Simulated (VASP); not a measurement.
# Se (Pm-3m) in VASP: notebook

Runs on Se. Level: LDA. Tasks: single point.

Everything below comes from runs of VASP 6.6.1. Logs are shortened: lines on timing, memory, paths and dates and some standing lists are left out, and cuts for length are marked.

## Step 1: The cell of the first run

The structure is cubic, space group Pm-3m (No. 221). The conventional cell has a = 2.473 Å, b = 2.473 Å, c = 2.473 Å, α = 90.00°, β = 90.00°, γ = 90.00°. Within 3.3 Å of Se (site symmetry m-3m) lie 6 Se at 2.47 Å.

## Step 2: Single point, LDA

File INCAR:

```
SYSTEM = Se
  ALGO = Normal
  EDIFF = 1E-6
  ENCUT = 520
  GGA = CA
  ISIF = 2
  ISMEAR = -1
  LASPH = .TRUE.
  LCHARG = .FALSE.
  LREAL = .FALSE.
  LWAVE = .FALSE.
  NBANDS = 9
  NELM = 80
  PREC = Accurate
  SIGMA = 0.05
```

File KPOINTS:

```
k-points
0
G
  14 14 14
  0 0 0
```

File POSCAR:

```
Se
1.0
    2.4729936042      0.0000000000      0.0000000000
    0.0000000000      2.4729936042      0.0000000000
    0.0000000000      0.0000000000      2.4729936042
Se
1
Direct
    0.0000000000      0.0000000000      0.0000000000
```

Potentials or basis: VASP PAW LDA potentials, release 64 (Se).

Run with:

```console
cat potpaw_LDA.64/Se/POTCAR > POTCAR
mpirun -np 1 vasp_std > vasp.out
```

OUTCAR:

```text
SYSTEM = Se
   EDIFF = 1E-6
   ENCUT = 520
   GGA = CA
   ISIF = 2
   ISMEAR = -1
   LASPH = .TRUE.
   LREAL = .FALSE.
   NELM = 80
   PREC = Accurate

 ion  position               nearest neighbor table
   1  0.000  0.000  0.000-

  LATTYP: Found a simple cubic cell.
 ALAT       =     2.4729936042

  Lattice vectors:

 A1 = (   2.4729936042,   0.0000000000,   0.0000000000)
 A2 = (   0.0000000000,   2.4729936042,   0.0000000000)
 A3 = (   0.0000000000,   0.0000000000,   2.4729936042)

Analysis of symmetry for initial positions (statically):
=====================================================================
 Subroutine PRICEL returns:
 Original cell was already a primitive cell.

 Routine SETGRP: Setting up the symmetry group for a
 simple cubic supercell.

 Subroutine GETGRP returns: Found 48 space group operations
 (whereof 48 operations were pure point group operations)
 out of a pool of 48 trial point group operations.

The static configuration has the point symmetry O_h .

Analysis of symmetry for dynamics (positions and initial velocities):
=====================================================================
 Subroutine PRICEL returns:
 Original cell was already a primitive cell.

 Routine SETGRP: Setting up the symmetry group for a
 simple cubic supercell.

 Subroutine GETGRP returns: Found 48 space group operations
 (whereof 48 operations were pure point group operations)
 out of a pool of 48 trial point group operations.

The dynamic configuration has the point symmetry O_h .

 Subroutine INISYM returns: Found 48 space group operations
 (whereof 48 operations are pure point group operations),
 and found     1 'primitive' translations

----------------------------------------------------------------------------------------

                                     Primitive cell

  volume of cell :      15.1241

  direct lattice vectors                    reciprocal lattice vectors
     2.472993604  0.000000000  0.000000000     0.404368211  0.000000000  0.000000000
     0.000000000  2.472993604  0.000000000     0.000000000  0.404368211  0.000000000
     0.000000000  0.000000000  2.472993604     0.000000000  0.000000000  0.404368211

  length of vectors
     2.472993604  2.472993604  2.472993604     0.404368211  0.404368211  0.404368211

  position of ions in fractional coordinates (direct lattice)
     0.000000000  0.000000000  0.000000000

  ion indices of the primitive-cell ions
   primitive index   ion index
                 1           1

----------------------------------------------------------------------------------------

 KPOINTS: k-points

Automatic generation of k-mesh.
 Grid dimensions read from file:
 generate k-points for:   14   14   14

 Generating k-lattice:

  Cartesian coordinates                     Fractional coordinates (reciprocal lattice)
     0.028883444  0.000000000  0.000000000     0.071428571  0.000000000  0.000000000
     0.000000000  0.028883444  0.000000000     0.000000000  0.071428571  0.000000000
     0.000000000  0.000000000  0.028883444     0.000000000  0.000000000  0.071428571

  Length of vectors
     0.028883444  0.028883444  0.028883444

  Shift w.r.t. Gamma in fractional coordinates (k-lattice)
     0.000000000  0.000000000  0.000000000

 Subroutine IBZKPT returns following result:
 ===========================================

 Found    120 irreducible k-points:

 Following reciprocal coordinates:
            Coordinates               Weight
  0.000000  0.000000  0.000000      1.000000
  0.071429  0.000000  0.000000      6.000000
  0.142857  0.000000  0.000000      6.000000
  0.214286  0.000000  0.000000      6.000000
  0.285714  0.000000  0.000000      6.000000
  0.357143  0.000000  0.000000      6.000000
[... 16 lines left out ...]
  0.285714  0.214286  0.000000     24.000000
  0.357143  0.214286  0.000000     24.000000
 [... further k-points ...]
   k-points           NKPTS =    120   k-points in BZ     NKDIM =    120   number of bands    NBANDS=      9
   number of dos      NEDOS =    301   number of ions     NIONS =      1
   total plane-waves  NPLWV =   5832
   dimension x,y,z NGX =    18 NGY =   18 NGZ =   18
   dimension x,y,z NGXF=    36 NGYF=   36 NGZF=   36
   ions per type =               1
   NGX,Y,Z   is equivalent  to a cutoff of  12.10, 12.10, 12.10 a.u.
   NGXF,Y,Z  is equivalent  to a cutoff of  24.20, 24.20, 24.20 a.u.
 SYSTEM =  Se
   PREC   = accura    normal or accurate (medium, high low for compatibility)
   ISTART =      0    job   : 0-new  1-cont  2-samecut
   ICHARG =      2    charge: 1-file 2-atom 10-const
   ISPIN  =      1    spin polarized calculation?
   LNONCOLLINEAR =      F non collinear calculations
   LSORBIT =      F    spin-orbit coupling
   LASPH  =      T    aspherical Exc in radial PAW
   ENCUT  =  520.0 eV  38.22 Ry    6.18 a.u.   4.60  4.60  4.60*2*pi/ulx,y,z
   NELM   =     80;   NELMIN=  2; NELMDL= -5     # of ELM steps
   EDIFF  = 0.1E-05   stopping-criterion for ELM
   LREAL  =      F    real-space projection
   EDIFFG = 0.1E-04   stopping-criterion for IOM
   NSW    =      0    number of steps for IOM
   IBRION =     -1    ionic relax: 0-MD 1-quasi-New 2-CG
   NFREE  =      0    steps in history (QN), initial steepest desc. (CG)
   ISIF   =      2    stress and relaxation
   ISYM   =      2    0-nonsym 1-usesym 2-fastsym
   POTIM  = 0.5000    time-step for ionic-motion
   TEBEG  =    0.0;   TEEND  =   0.0 temperature during run
   PSTRESS=    0.0 pullay stress
   NELECT =       6.0000    total number of electrons
   NUPDOWN=      -1.0000    fix difference up-down
   EMIN   =  10.00;   EMAX   =-10.00  energy-range for DOS
   EFERMI =   0.00;   METHOD = LEGACY
   ISMEAR =    -1;   SIGMA  =   0.05  broadening in eV -4-tet -1-fermi 0-gaus
   EFERMI_NEDOS =   21; number of points for ismear=-14 and -15
   IALGO  =     38    algorithm
   IMIX   =      4    mixing-type and parameters
     AMIX     =   0.40;   BMIX     =  1.00
     AMIX_MAG =   1.60;   BMIX_MAG =  1.00
  volume/ion in A,a.u.               =      15.12       102.06
  Fermi-wavevector in a.u.,A,eV,Ry     =   1.202917  2.273183 19.687750  1.447009
  Thomas-Fermi vector in A             =   2.338685
   LORBIT       =      0    0 simple, 1 ext, 2 COOP (PROOUT), +10 PAW based schemes
   GGA     = CA    functional components
   LHFCALC =     F    Hartree Fock is set to
   AEXX    =    0.0000 exact exchange contribution
   IVDW    =     0    specifies the selected vdW correction
   LEPSILON=     F    determine dielectric tensor
   LRPA    =     F    only Hartree local field effects (RPA)
 non-spin polarized calculation
  energy-cutoff  :      520.00
  volume of cell :       15.12
 maximum number of plane-waves:       437
   NGX =  9   NGY =  9   NGZ =  9

 number of electron       6.0000005 magnetization

 Free energy of the ion-electron system (eV)
  ---------------------------------------------------
  ext. energy  EPLUGINS =         0.00000000
  ---------------------------------------------------
  free energy    TOTEN  =        -3.21652594 eV

  energy without entropy =       -3.21288877  energy(sigma->0) =       -3.21470735

 E-fermi :  10.9128     XC(G=0): -11.9618

 val. band max:       10.8759975528   @ k =   0.4286   0.2143   0.2143
 cond. band min:      10.9169332348   @ k =   0.3571   0.1429   0.1429
 fundamental gap:      0.0409356821
 Fermi energy:        10.9128165245

 k-point     1 :       0.0000    0.0000    0.0000
  band No.  band energies     occupation
      1      -9.8970      2.00000
      2      12.7058      0.00000
      3      12.7058      0.00000
      4      12.7058      0.00000
      5      17.6586      0.00000
      6      17.6586      0.00000
      7      20.9781      0.00000
      8      37.4734      0.00000
      9      37.4734      0.00000

 k-point     2 :       0.0714    0.0000    0.0000
  band No.  band energies     occupation
      1      -9.7835      2.00000
      2      11.2493      0.00239
      3      12.8056      0.00000
      4      12.8056      0.00000
      5      17.7583      0.00000
      6      18.8024      0.00000
      7      21.5846      0.00000
      8      35.6602      0.00000
      9      35.6602      0.00000

 k-point     3 :       0.1429    0.0000    0.0000
  band No.  band energies     occupation
      1      -9.4455      2.00000
      2       8.6946      2.00000
      3      13.0979      0.00000
      4      13.0979      0.00000
      5      18.0534      0.00000
      6      19.9782      0.00000
      7      23.8145      0.00000
      8      33.0780      0.00000
      9      33.0780      0.00000

 k-point     4 :       0.2143    0.0000    0.0000
  band No.  band energies     occupation
      1      -8.8926      2.00000
      2       6.1066      2.00000
      3      13.5602      0.00000
      4      13.5602      0.00000
      5      18.5309      0.00000
      6      20.7567      0.00000
      7      26.8580      0.00000
      8      30.6526      0.00000
      9      30.6526      0.00000
[... 205 lines left out ...]
 k-point    22 :       0.2143    0.2143    0.0000
  band No.  band energies     occupation
      1      -7.8880      2.00000
      2       6.6310      2.00000
      3       7.4742      2.00000
      4      14.4092      0.00000
      5      20.3926      0.00000
      6      22.8289      0.00000
      7      27.5086      0.00000
      8      28.9960      0.00000
      9      31.1694      0.00000

 k-point    23 :       0.2857    0.2143    0.0000
  band No.  band energies     occupation
      1      -7.1430      2.00000
      2       4.6046      2.00000
      3       7.7759      2.00000
      4      14.9902      0.00000
      5      19.9854      0.00000
      6      21.9094      0.00000
      7      28.7066      0.00000
      8      29.3458      0.00000
      9      30.6993      0.00000

 k-point    24 :       0.3571    0.2143    0.0000
  band No.  band energies     occupation
      1      -6.2652      2.00000
      2       2.5572      2.00000
      3       8.4833      2.00000
      4      15.6061      0.00000
      5      18.4361      0.00000
      6      22.5293      0.00000
      7      27.6453      0.00000
      8      28.6628      0.00000
      9      30.7501      0.00000

 [... further k-points ...]

------------------------ aborting loop because EDIFF is reached ----------------------------------------

  FORCE on cell =-STRESS in cart. coord.  units (eV):
  Direction    XX          YY          ZZ          XY          YZ          ZX
  --------------------------------------------------------------------------------------
  -------------------------------------------------------------------------------------
  Total        5.7698363      5.7698363      5.7698363     -0.0000000     -0.0000000      0.0000000
  in kB      611.2306101    611.2306101    611.2306101     -0.0000000     -0.0000000      0.0000000
  external PRESSURE =     611.2306101 kB  Pullay stress =       0.0000000 kB

 VOLUME and BASIS-vectors are now :
 -----------------------------------------------------------------------------
  energy-cutoff  :      520.00
  volume of cell :       15.12
      direct lattice vectors                 reciprocal lattice vectors
     2.472993604  0.000000000  0.000000000     0.404368211  0.000000000  0.000000000
     0.000000000  2.472993604  0.000000000     0.000000000  0.404368211  0.000000000
     0.000000000  0.000000000  2.472993604     0.000000000  0.000000000  0.404368211

 POSITION                                       TOTAL-FORCE (eV/Angst)
 -----------------------------------------------------------------------------------
      0.00000      0.00000      0.00000         0.000000      0.000000      0.000000
 -----------------------------------------------------------------------------------
    total drift:                                0.000000      0.000000      0.000000

  FREE ENERGIE OF THE ION-ELECTRON SYSTEM (eV)
  ---------------------------------------------------
  free  energy   TOTEN  =        -3.2165259350 eV

  energy  without entropy=       -3.2128887738  energy(sigma->0) =       -3.21470735
```

Run time: 3.6 s. Hardware: 1 thread of Intel Xeon 6975P-C (Granite Rapids), shared host; peak memory 0.12 GiB.

Results:

```yaml
Free_energy: -3.2165 eV
Pressure: 61.1 GPa
Band_gap_on_the_k_mesh: zero (band 3 reaches 15.48 eV, above the bottom of band 4 at 5.52 eV)
```

## Step 3: Single point, LDA

This run uses another cell than the first one, of 16.31 Å³/atom, 1.079 times its volume.

File INCAR:

```
SYSTEM = Se
PREC = Accurate ; ENCUT = 520
EDIFF = 1E-6 ; ISMEAR = -1
SIGMA = 0.05 ; LREAL = .FALSE.
LASPH = .TRUE. ; NELM = 80
ALGO = Normal ; ISIF = 2
LWAVE = .FALSE. ; LCHARG = .FALSE.
GGA = CA ; NBANDS = 9
```

File KPOINTS:

```
regular mesh
0
G
  14 14 14
  0 0 0
```

File POSCAR:

```
Se
1.0
    2.5362411918      0.0000000000      0.0000000000
    0.0000000000      2.5362411918      0.0000000000
    0.0000000000      0.0000000000      2.5362411918
Se
1
Direct
    0.0000000000      0.0000000000      0.0000000000
```

Potentials or basis: VASP PAW LDA potentials, release 64 (Se).

Run with:

```console
cat potpaw_LDA.64/Se/POTCAR > POTCAR
mpirun -np 1 vasp_std > vasp.out
```

Run time: 3.9 s. Hardware: 1 thread of Intel Xeon 6975P-C (Granite Rapids), shared host; peak memory 0.12 GiB.

The run converged. Its results:

```
Free energy            : -3.5925 eV
Pressure               : 40.9 GPa
Band gap on the k mesh : zero (band 3 reaches 13.75 eV, above the bottom of band 4 at 4.63 eV)
```

Levels at points of the mesh, in eV from the Fermi level:
```tsv
k point	band 1	band 2	band 3	band 4	band 5	band 6	band 7
(0.00, 0.00, 0.00)	-19.71	1.75	1.75	1.75	7.01	7.01	9.58
(0.50, 0.00, 0.00)	-16.24	-10.47	4.20	4.20	9.93	13.50	14.16
(0.50, 0.50, 0.00)	-12.62	-7.56	-7.56	0.44	6.51	15.96	17.16
(0.50, 0.50, 0.50)	-8.61	-4.91	-4.91	-4.91	4.27	4.27	4.27
```
